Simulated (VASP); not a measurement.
# BN (kn) (P6_3/mmc) in VASP: single point with PBEsol

Aim: the single point of BN (kn) with PBEsol.

Program: VASP 6.6.1. These are calculated values, not measurements. Logs are shortened: lines on timing, memory, paths and dates and some standing lists are left out, and cuts for length are marked.

## Step 1: The cell of the first run

Symmetry: P6_3/mmc, No. 194, hexagonal system. Conventional cell: a = 2.504 Å, b = 2.504 Å, c = 7.034 Å, α = 90.00°, β = 90.00°, γ = 120.00°. Within 1.9 Å of B (site symmetry -6m2) lie 3 N at 1.45 Å. N (site symmetry -6m2) has 3 B at 1.45 Å within 1.9 Å.

## Step 2: Single point, PBEsol

INCAR reads:

```
SYSTEM = BN
ALGO = Normal
EDIFF = 1E-6
ENCUT = 600
GGA = PS
GGA_COMPAT = .False.
ISIF = 2
ISMEAR = 0
LASPH = .True.
LCHARG = .True.
LELF = .True.
LREAL = .False.
LVHAR = .True.
LWAVE = .False.
NBANDS = 16
NELM = 120
PREC = Accurate
SIGMA = 0.02
```

KPOINTS reads:

```
k-points
0
Gamma
  9 9 2
  0 0 0
```

POSCAR reads:

```
BN
1.0
    2.5037135618      0.0000000000      0.0000000000
   -1.2518567809      2.1682795484      0.0000000000
    0.0000000000      0.0000000000      7.0343315166
B N
2 2
Direct
    0.3333333333      0.6666666667      0.2500000000
    0.6666666667      0.3333333333      0.7500000000
    0.3333333333      0.6666666667      0.7500000000
    0.6666666667      0.3333333333      0.2500000000
```

Potentials or basis: VASP PAW PBE potentials, release 64 (B, N).

Launch:

```console
cat potpaw_PBE.64/B/POTCAR potpaw_PBE.64/N/POTCAR > POTCAR
mpirun -np 1 vasp_std > vasp.out
```

OUTCAR:

```text
SYSTEM = BN
   EDIFF = 1E-6
   ENCUT = 600
   GGA = PS
   ISIF = 2
   ISMEAR = 0
   LASPH = .True.
   LREAL = .False.
   NELM = 120
   PREC = Accurate

 ion  position               nearest neighbor table
   1  0.333  0.667  0.250-   4 1.45   4 1.45   4 1.45
   2  0.667  0.333  0.750-   3 1.45   3 1.45   3 1.45
   3  0.333  0.667  0.750-   2 1.45   2 1.45   2 1.45
   4  0.667  0.333  0.250-   1 1.45   1 1.45   1 1.45

  LATTYP: Found a hexagonal cell.
 ALAT       =     2.5037135618
 C/A-ratio  =     2.8095592179

  Lattice vectors:

 A1 = (   2.5037135618,   0.0000000000,   0.0000000000)
 A2 = (  -1.2518567809,   2.1682795484,   0.0000000000)
 A3 = (   0.0000000000,   0.0000000000,   7.0343315166)

Analysis of symmetry for initial positions (statically):
=====================================================================
 Subroutine PRICEL returns:
 Original cell was already a primitive cell.

 Routine SETGRP: Setting up the symmetry group for a
 hexagonal supercell.

 Subroutine GETGRP returns: Found 24 space group operations
 (whereof 12 operations were pure point group operations)
 out of a pool of 24 trial point group operations.

The static configuration has the point symmetry D_3d.
 The point group associated with its full space group is D_6h.

Analysis of symmetry for dynamics (positions and initial velocities):
=====================================================================
 Subroutine PRICEL returns:
 Original cell was already a primitive cell.

 Routine SETGRP: Setting up the symmetry group for a
 hexagonal supercell.

 Subroutine GETGRP returns: Found 24 space group operations
 (whereof 12 operations were pure point group operations)
 out of a pool of 24 trial point group operations.

The dynamic configuration has the point symmetry D_3d.
 The point group associated with its full space group is D_6h.

 Subroutine INISYM returns: Found 24 space group operations
 (whereof 12 operations are pure point group operations),
 and found     1 'primitive' translations

----------------------------------------------------------------------------------------

                                     Primitive cell

  volume of cell :      38.1876

  direct lattice vectors                    reciprocal lattice vectors
     2.503713562  0.000000000  0.000000000     0.399406711  0.230597572  0.000000000
    -1.251856781  2.168279548  0.000000000     0.000000000  0.461195145  0.000000000
     0.000000000  0.000000000  7.034331517     0.000000000  0.000000000  0.142159919

  length of vectors
     2.503713562  2.503713562  7.034331517     0.461195145  0.461195145  0.142159919

  position of ions in fractional coordinates (direct lattice)
     0.333333333  0.666666667  0.250000000
     0.666666667  0.333333333  0.750000000
     0.333333333  0.666666667  0.750000000
     0.666666667  0.333333333  0.250000000

  ion indices of the primitive-cell ions
   primitive index   ion index
                 1           1
                 2           2
                 3           3
                 4           4

----------------------------------------------------------------------------------------

 KPOINTS: k-points

Automatic generation of k-mesh.
 Grid dimensions read from file:
 generate k-points for:    9    9    2

 Generating k-lattice:

  Cartesian coordinates                     Fractional coordinates (reciprocal lattice)
     0.044378523  0.025621952  0.000000000     0.111111111 -0.000000000  0.000000000
     0.000000000  0.051243905  0.000000000     0.000000000  0.111111111  0.000000000
     0.000000000  0.000000000  0.071079960     0.000000000  0.000000000  0.500000000

  Length of vectors
     0.051243905  0.051243905  0.071079960

  Shift w.r.t. Gamma in fractional coordinates (k-lattice)
     0.000000000  0.000000000  0.000000000

 Subroutine IBZKPT returns following result:
 ===========================================

 Found     24 irreducible k-points:

 Following reciprocal coordinates:
            Coordinates               Weight
  0.000000  0.000000  0.000000      1.000000
  0.111111  0.000000  0.000000      6.000000
  0.222222 -0.000000  0.000000      6.000000
  0.333333 -0.000000  0.000000      6.000000
  0.444444 -0.000000  0.000000      6.000000
  0.111111  0.111111  0.000000      6.000000
[... 16 lines left out ...]
  0.333333  0.222222  0.500000     12.000000
  0.333333  0.333333  0.500000      2.000000
   k-points           NKPTS =     24   k-points in BZ     NKDIM =     24   number of bands    NBANDS=     16
   number of dos      NEDOS =    301   number of ions     NIONS =      4
   total plane-waves  NPLWV =  22400
   dimension x,y,z NGX =    20 NGY =   20 NGZ =   56
   dimension x,y,z NGXF=    40 NGYF=   40 NGZF=  112
   ions per type =               2   2
   NGX,Y,Z   is equivalent  to a cutoff of  13.28, 13.28, 13.23 a.u.
   NGXF,Y,Z  is equivalent  to a cutoff of  26.56, 26.56, 26.47 a.u.
 SYSTEM =  BN
   PREC   = accura    normal or accurate (medium, high low for compatibility)
   ISTART =      0    job   : 0-new  1-cont  2-samecut
   ICHARG =      2    charge: 1-file 2-atom 10-const
   ISPIN  =      1    spin polarized calculation?
   LNONCOLLINEAR =      F non collinear calculations
   LSORBIT =      F    spin-orbit coupling
   LASPH  =      T    aspherical Exc in radial PAW
   ENCUT  =  600.0 eV  44.10 Ry    6.64 a.u.   5.00  5.00 14.05*2*pi/ulx,y,z
   NELM   =    120;   NELMIN=  2; NELMDL= -5     # of ELM steps
   EDIFF  = 0.1E-05   stopping-criterion for ELM
   LREAL  =      F    real-space projection
   EDIFFG = 0.1E-04   stopping-criterion for IOM
   NSW    =      0    number of steps for IOM
   IBRION =     -1    ionic relax: 0-MD 1-quasi-New 2-CG
   NFREE  =      0    steps in history (QN), initial steepest desc. (CG)
   ISIF   =      2    stress and relaxation
   ISYM   =      2    0-nonsym 1-usesym 2-fastsym
   POTIM  = 0.5000    time-step for ionic-motion
   TEBEG  =    0.0;   TEEND  =   0.0 temperature during run
   PSTRESS=    0.0 pullay stress
   NELECT =      16.0000    total number of electrons
   NUPDOWN=      -1.0000    fix difference up-down
   EMIN   =  10.00;   EMAX   =-10.00  energy-range for DOS
   EFERMI =   0.00;   METHOD = LEGACY
   ISMEAR =     0;   SIGMA  =   0.02  broadening in eV -4-tet -1-fermi 0-gaus
   EFERMI_NEDOS =   21; number of points for ismear=-14 and -15
   IALGO  =     38    algorithm
   IMIX   =      4    mixing-type and parameters
     AMIX     =   0.40;   BMIX     =  1.00
     AMIX_MAG =   1.60;   BMIX_MAG =  1.00
  volume/ion in A,a.u.               =       9.55        64.43
  Fermi-wavevector in a.u.,A,eV,Ry     =   1.225013  2.314938 20.417665  1.500656
  Thomas-Fermi vector in A             =   2.360066
   LORBIT       =      0    0 simple, 1 ext, 2 COOP (PROOUT), +10 PAW based schemes
   GGA     = PS    functional components
   LHFCALC =     F    Hartree Fock is set to
   AEXX    =    0.0000 exact exchange contribution
   IVDW    =     0    specifies the selected vdW correction
   LEPSILON=     F    determine dielectric tensor
   LRPA    =     F    only Hartree local field effects (RPA)
 non-spin polarized calculation
 Gauss-broadening in eV      SIGMA  =   0.02
  energy-cutoff  :      600.00
  volume of cell :       38.19
 maximum number of plane-waves:      1293
 NGX is ok and might be reduce to    20
   NGX =  9   NGY =  9   NGZ = 29

 number of electron      16.0000000 magnetization

 Free energy of the ion-electron system (eV)
  ---------------------------------------------------
  ext. energy  EPLUGINS =         0.00000000
  ---------------------------------------------------
  free energy    TOTEN  =       -36.57713764 eV

  energy without entropy =      -36.57713764  energy(sigma->0) =      -36.57713764

 E-fermi :   1.9131     XC(G=0):  -9.9130

 val. band max:        1.7448414069   @ k =   0.3333   0.3333   0.5000
 cond. band min:       6.1178937660   @ k =   0.4444   0.1111   0.0000
 fundamental gap:      4.3730523591
 Fermi energy:         1.9130892473

 k-point     1 :       0.0000    0.0000    0.0000
  band No.  band energies     occupation
      1     -15.9690      2.00000
      2     -15.7761      2.00000
      3      -4.3130      2.00000
      4      -2.6805      2.00000
      5       0.4374      2.00000
      6       0.4374      2.00000
[... 8 lines left out ...]
     15      13.5965      0.00000
     16      14.6650      0.00000

 k-point     2 :       0.1111    0.0000    0.0000
  band No.  band energies     occupation
      1     -15.7283      2.00000
      2     -15.5411      2.00000
      3      -3.9820      2.00000
      4      -2.3772      2.00000
      5      -0.5227      2.00000
      6      -0.5090      2.00000
[... 8 lines left out ...]
     15      14.3835      0.00000
     16      14.4364      0.00000

 k-point     3 :       0.2222   -0.0000    0.0000
  band No.  band energies     occupation
      1     -15.0308      2.00000
      2     -14.8611      2.00000
      3      -3.0123      2.00000
      4      -2.7240      2.00000
      5      -2.6977      2.00000
      6      -1.5005      2.00000
[... 8 lines left out ...]
     15      16.0882      0.00000
     16      16.9500      0.00000

 k-point     4 :       0.3333   -0.0000    0.0000
  band No.  band energies     occupation
      1     -13.9844      2.00000
      2     -13.8481      2.00000
      3      -5.1378      2.00000
      4      -5.0912      2.00000
      5      -1.8297      2.00000
      6      -1.7940      2.00000
[... 8 lines left out ...]
     15      17.2106      0.00000
     16      20.2938      0.00000
[... 324 lines left out ...]
 k-point    22 :       0.2222    0.2222    0.5000
  band No.  band energies     occupation
      1     -13.3603      2.00000
      2     -13.3603      2.00000
      3      -5.3048      2.00000
      4      -5.3048      2.00000
      5      -3.4947      2.00000
      6      -3.4947      2.00000
[... 8 lines left out ...]
     15      16.7372      0.00000
     16      16.7372      0.00000

 k-point    23 :       0.3333    0.2222    0.5000
  band No.  band energies     occupation
      1     -12.5033      2.00000
      2     -12.5033      2.00000
      3      -6.4153      2.00000
      4      -6.4153      2.00000
      5      -4.3529      2.00000
      6      -4.3529      2.00000
[... 8 lines left out ...]
     15      17.4595      0.00000
     16      17.4595      0.00000

 k-point    24 :       0.3333    0.3333    0.5000
  band No.  band energies     occupation
      1     -12.1635      2.00000
      2     -12.1635      2.00000
      3      -6.2056      2.00000
      4      -6.2056      2.00000
      5      -5.3848      2.00000
      6      -5.3848      2.00000
[... 8 lines left out ...]
     15      18.7642      0.00000
     16      18.7642      0.00000

------------------------ aborting loop because EDIFF is reached ----------------------------------------

  FORCE on cell =-STRESS in cart. coord.  units (eV):
  Direction    XX          YY          ZZ          XY          YZ          ZX
  --------------------------------------------------------------------------------------
  -------------------------------------------------------------------------------------
  Total        0.1295008      0.1295008     -0.0495485      0.0000000      0.0000000      0.0000000
  in kB        5.4332585      5.4332585     -2.0788269      0.0000000      0.0000000      0.0000000
  external PRESSURE =       2.9292300 kB  Pullay stress =       0.0000000 kB

 VOLUME and BASIS-vectors are now :
 -----------------------------------------------------------------------------
  energy-cutoff  :      600.00
  volume of cell :       38.19
      direct lattice vectors                 reciprocal lattice vectors
     2.503713562  0.000000000  0.000000000     0.399406711  0.230597572  0.000000000
    -1.251856781  2.168279548  0.000000000     0.000000000  0.461195145  0.000000000
     0.000000000  0.000000000  7.034331517     0.000000000  0.000000000  0.142159919

 POSITION                                       TOTAL-FORCE (eV/Angst)
 -----------------------------------------------------------------------------------
     -0.00000      1.44552      1.75858        -0.000000     -0.000000      0.000000
      1.25186      0.72276      5.27575         0.000000      0.000000      0.000000
     -0.00000      1.44552      5.27575        -0.000000      0.000000      0.000000
      1.25186      0.72276      1.75858         0.000000      0.000000      0.000000
 -----------------------------------------------------------------------------------
    total drift:                                0.000000     -0.000000      0.000000

  FREE ENERGIE OF THE ION-ELECTRON SYSTEM (eV)
  ---------------------------------------------------
  free  energy   TOTEN  =       -36.5771376438 eV

  energy  without entropy=      -36.5771376438  energy(sigma->0) =      -36.57713764
```

Wall time 14 s (1 thread of Intel Xeon Platinum 8259CL at 2.50GHz (Skylake/Cascade Lake), shared host); peak memory 0.15 GiB.

Results:

```
Free energy            : -36.5771 eV
Pressure               : 0.3 GPa
Band gap on the k mesh : 4.37 eV, indirect (least direct gap 4.60 eV)
```

Stress tensor (GPa, compression positive):
```
 0.54  0.00  0.00
 0.00  0.54  0.00
 0.00  0.00 -0.21
```

Caveat: the k points lie up to 0.45 Å⁻¹ apart; the PAW data sets were made with another functional, which shifts forces and pressure a little; this functional lacks dispersion, which binds the layers, so the pressure and a relaxed spacing across them are unreliable.
